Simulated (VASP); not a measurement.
# GaN (R3m) in VASP: a series of runs, part 2 of 2

VASP 6.6.1. Earlier steps stand in the parts before.

## (3) Single point, r2SCAN

POSCAR

```
GaN
1.0
    0.0000000000      2.2489367673      2.2489367673
    2.2489367673      0.0000000000      2.2489367673
    2.2489367673      2.2489367673      0.0000000000
Ga N
1 1
Direct
    0.0000000000      0.0000000000      0.0000000000
    0.7211188388      0.7596270537      0.7596270537
```

INCAR.step1

```
PREC = Accurate
ENCUT = 520
ISMEAR = 0
SIGMA = 0.05
LREAL = False
LASPH = True
NELM = 60
NBANDS = 16
GGA = PE
ALGO = Normal
EDIFF = 1E-4
LWAVE = True
LCHARG = False
```

INCAR.step2

```
PREC = Accurate
ENCUT = 520
EDIFF = 1E-7
ISMEAR = 0
SIGMA = 0.05
LREAL = False
LASPH = True
NELM = 60
ALGO = Normal
ISIF = 2
LWAVE = False
LCHARG = False
METAGGA = R2SCAN
LMIXTAU = True
NBANDS = 16
ISTART = 1
```

KPOINTS

```
Automatic mesh
0
Gamma
  10 10 10
```

Potentials or basis: VASP PAW PBE potentials, release 64 (Ga_d, N).

Launch:

```console
$ cat potpaw_PBE.64/Ga_d/POTCAR potpaw_PBE.64/N/POTCAR > POTCAR
$ cp INCAR.step1 INCAR
$ mpirun -np 1 vasp_std > vasp.out
$ cp INCAR.step2 INCAR
$ mpirun -np 1 vasp_std > vasp.out
```

OUTCAR:

```text
PREC = Accurate
   ENCUT = 520
   EDIFF = 1E-7
   ISMEAR = 0
   LREAL = False
   LASPH = True
   NELM = 60
   ISIF = 2
   METAGGA = R2SCAN
   ISTART = 1

 ion  position               nearest neighbor table
   1  0.000  0.000  0.000-   2 1.87   2 1.97   2 1.97   2 1.97
   2  0.721  0.760  0.760-   1 1.87   1 1.97   1 1.97   1 1.97

  LATTYP: Found a face centered cubic cell.
 ALAT       =     4.4978735346

  Lattice vectors:

 A1 = (   0.0000000000,   2.2489367673,   2.2489367673)
 A2 = (   2.2489367673,   0.0000000000,   2.2489367673)
 A3 = (   2.2489367673,   2.2489367673,   0.0000000000)

Analysis of symmetry for initial positions (statically):
=====================================================================
 Subroutine PRICEL returns:
 Original cell was already a primitive cell.

 Routine SETGRP: Setting up the symmetry group for a
 face centered cubic supercell.

 Subroutine GETGRP returns: Found  6 space group operations
 (whereof  6 operations were pure point group operations)
 out of a pool of 48 trial point group operations.

The static configuration has the point symmetry C_3v.

Analysis of symmetry for dynamics (positions and initial velocities):
=====================================================================
 Subroutine PRICEL returns:
 Original cell was already a primitive cell.

 Routine SETGRP: Setting up the symmetry group for a
 face centered cubic supercell.

 Subroutine GETGRP returns: Found  6 space group operations
 (whereof  6 operations were pure point group operations)
 out of a pool of 48 trial point group operations.

The dynamic configuration has the point symmetry C_3v.

 Subroutine INISYM returns: Found  6 space group operations
 (whereof  6 operations are pure point group operations),
 and found     1 'primitive' translations

----------------------------------------------------------------------------------------

                                     Primitive cell

  volume of cell :      22.7490

[... 109 lines left out ...]
  volume/ion in A,a.u.               =      11.37        76.76
  Fermi-wavevector in a.u.,A,eV,Ry     =   1.514183  2.861391 31.194768  2.292751
  Thomas-Fermi vector in A             =   2.623875
   LORBIT       =      0    0 simple, 1 ext, 2 COOP (PROOUT), +10 PAW based schemes
   METAGGA = R2SCAN    functional components
   LHFCALC =     F    Hartree Fock is set to
   AEXX    =    0.0000 exact exchange contribution
   IVDW    =     0    specifies the selected vdW correction
   LEPSILON=     F    determine dielectric tensor
   LRPA    =     F    only Hartree local field effects (RPA)
 non-spin polarized calculation
 Gauss-broadening in eV      SIGMA  =   0.05
  energy-cutoff  :      520.00
  volume of cell :       22.75
 maximum number of plane-waves:       622
   NGX = 11   NGY = 11   NGZ = 11

 number of electron      18.0000006 magnetization

 Free energy of the ion-electron system (eV)
  ---------------------------------------------------
  ext. energy  EPLUGINS =         0.00000000
  ---------------------------------------------------
  free energy    TOTEN  =       -21.85503067 eV

  energy without entropy =      -21.85503067  energy(sigma->0) =      -21.85503067

 E-fermi :   5.4020     XC(G=0): -12.6695

 val. band max:        5.1658211309   @ k =   0.0000   0.0000   0.0000
 cond. band min:       7.2442352056   @ k =   0.0000   0.0000   0.0000
 fundamental gap:      2.0784140747
 Fermi energy:         5.4019560402

 k-point     1 :       0.0000    0.0000    0.0000
  band No.  band energies     occupation
      1     -11.7221      2.00000
      2      -8.7817      2.00000
      3      -8.7478      2.00000
      4      -8.7477      2.00000
      5      -8.4070      2.00000
      6      -8.4070      2.00000
[... 433 lines left out ...]
      3      -8.6435      2.00000
      4      -8.3932      2.00000
      5      -8.3639      2.00000
      6      -7.2401      2.00000
[... 8 lines left out ...]
     15      24.5379      0.00000
     16      26.4054      0.00000

 [... further k-points ...]

------------------------ aborting loop because EDIFF is reached ----------------------------------------

  FORCE on cell =-STRESS in cart. coord.  units (eV):
  Direction    XX          YY          ZZ          XY          YZ          ZX
  --------------------------------------------------------------------------------------
  -------------------------------------------------------------------------------------
  Total        0.2472856      0.2472856      0.2472856     -0.4675010      0.4675010     -0.4675010
  in kB       17.4159738     17.4159738     17.4159738    -32.9254250     32.9254250    -32.9254250
  external PRESSURE =      17.4159738 kB  Pullay stress =       0.0000000 kB

 VOLUME and BASIS-vectors are now :
 -----------------------------------------------------------------------------
  energy-cutoff  :      520.00
  volume of cell :       22.75
      direct lattice vectors                 reciprocal lattice vectors
     0.000000000  2.248936767  2.248936767    -0.222327283  0.222327283  0.222327283
     2.248936767  0.000000000  2.248936767     0.222327283 -0.222327283  0.222327283
     2.248936767  2.248936767  0.000000000     0.222327283  0.222327283 -0.222327283

 POSITION                                       TOTAL-FORCE (eV/Angst)
 -----------------------------------------------------------------------------------
      0.00000      0.00000      0.00000         0.681452     -0.681452     -0.681452
      3.41671      3.33010      3.33010        -0.681452      0.681452      0.681452
 -----------------------------------------------------------------------------------
    total drift:                                0.009691     -0.009714     -0.009714

  FREE ENERGIE OF THE ION-ELECTRON SYSTEM (eV)
  ---------------------------------------------------
  free  energy   TOTEN  =       -21.8550306695 eV

  energy  without entropy=      -21.8550306695  energy(sigma->0) =      -21.85503067
```

It took 5.4 min on 1 thread of AMD EPYC 7R13, shared host; peak memory 0.15 GiB.

Results:

- Free energy: -21.8550 eV
- Pressure: 1.7 GPa
- Largest force: 1.180 eV/Å
- Band gap on the k mesh: 2.08 eV, direct

Forces on the atoms (eV/Å):
```
Ga   0.681 -0.681 -0.681
N   -0.681  0.681  0.681
```

Caveat: the cell differs from its parent crystal (all N atoms moved +0.075 Å, as atom 2 towards its neighbour atom 1 (Ga) at 1.948 Å); the PAW data sets were made with another functional, which shifts forces and pressure a little.
